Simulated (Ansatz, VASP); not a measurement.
**Re: VASP beside Ansatz**

Contents of INCAR:

```
SYSTEM = Re
ALGO = Normal
EDIFF = 1E-6
ENCUT = 560
GGA = PE
GGA_COMPAT = .False.
ISIF = 2
ISMEAR = 0
LASPH = .True.
LCHARG = .False.
LREAL = .False.
LWAVE = .False.
NBANDS = 14
NELM = 120
PREC = Accurate
SIGMA = 0.15
```

The input KPOINTS:

```
k-points
0
Gamma
  10 10 10
  0 0 0
```

File POSCAR:

```
Re
1.0
    0.0000000000      2.1444946654      1.6576943764
    2.1444946654      0.0000000000      1.6576943764
    2.1444946654      2.1444946654      0.0000000000
Re
1
Direct
    0.0000000000      0.0000000000      0.0000000000
```

Input for Ansatz:

```yaml
crystal:
  lattice:
    - [0.0, 2.1444946654, 1.6576943764]
    - [2.1444946654, 0.0, 1.6576943764]
    - [2.1444946654, 2.1444946654, 0.0]
  atoms:
    - { symbol: Re, position: [0.0, 0.0, 0.0] }
basis:
  ecutwfc: 420
kpoints:
  mp_grid: { grid: [10, 10, 10] }
hamiltonian:
  xc: pbe
scf:
  occupations: { method: gaussian, width: 0.15 }
output:
  forces: true
  stress: true
  eigenvalues: true
```

Alike in both runs: task single point; functional PBE; k mesh 10 × 10 × 10; occupations gaussian, width 0.15 eV; no spin polarisation.

|  | VASP | Ansatz |
| --- | --- | --- |
| version | VASP 6.6.1 | Ansatz 0.2.0 |
| potentials or method | VASP PAW PBE potentials, release 64 (Re_sv_GW), cutoff 560 eV | scalar-relativistic, plane waves, PAW |
| valence electrons in the cell | 15 | 15 |

VASP gave:

| Quantity | Value |
| --- | --- |
| gap on the k mesh at the Fermi level (eV) | none |
| pressure (GPa) | -4.5 |
| traceless stress, the component that is largest in VASP (GPa) | 1.88 |

Question: What did Ansatz give for the same quantities?

Answer: gap on the k mesh at the Fermi level (eV): none; pressure (GPa): -3.0; traceless stress, the component that is largest in VASP (GPa): 1.89.

A gap of «none» marks a metal or a gap that the smearing closes.

Spin-orbit coupling is off throughout.
